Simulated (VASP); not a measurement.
**WSe2: single point with PBE+D3(BJ)**

The system is WSe2, a slab with vacuum.

```
Se W
1.0
     3.28549    0.00000    0.00000
    -1.64275    2.84532    0.00000
     0.00000    0.00000   24.23865
Se W
4 2
Direct
  0.33333 0.66667 0.18565
  0.33333 0.66667 0.32466
  0.50000 0.33333 0.47153
  0.50000 0.33333 0.61054
  0.66667 0.33333 0.25516
  0.83333 0.00000 0.54104
```

This cell differs from its parent crystal: layers slid over each other.

```yaml
Program: VASP 6.6.1
Task: single point
Functional: PBE
Dispersion: D3(BJ)
Potentials_or_basis: VASP PAW PBE potentials, release 64 (Se, W_sv)
Cutoff: 520 eV
k_mesh: 9 × 9 × 1
Occupations: gaussian, width 0.05 eV
Spin: no spin polarisation
```

```json
{"Largest force": "0.122 eV/Å", "Band gap on the k mesh": "1.56 eV (least direct gap 1.65 eV)", "Dispersion energy per atom": "-0.385 eV"}
```

Forces on the atoms (eV/Å):
```
Se   0.001  0.000 -0.037
Se  -0.018  0.009  0.120
Se   0.015 -0.010 -0.116
Se   0.001  0.000  0.039
W   -0.004  0.003  0.033
W    0.005 -0.002 -0.039
```

Levels at points of the mesh, in eV from the valence-band top:
| k point | band 22 | band 23 | band 24 | band 25 | band 26 | band 27 | band 28 | band 29 | band 30 | band 31 |
| --- | --- | --- | --- | --- | --- | --- | --- | --- | --- | --- |
| (0.00, 0.00, 0.00) | -1.19 | -1.17 | -1.17 | -0.59 | -0.12 | 2.95 | 2.97 | 2.98 | 3.00 | 3.11 |

Run time: 11 min on 1 thread of Intel Xeon 8259CL (shared host), peak memory 0.49 GiB.

Caveat: the cell differs from its parent crystal (layers slid over each other); spin-orbit coupling is left out, which moves the levels of the heavy elements.
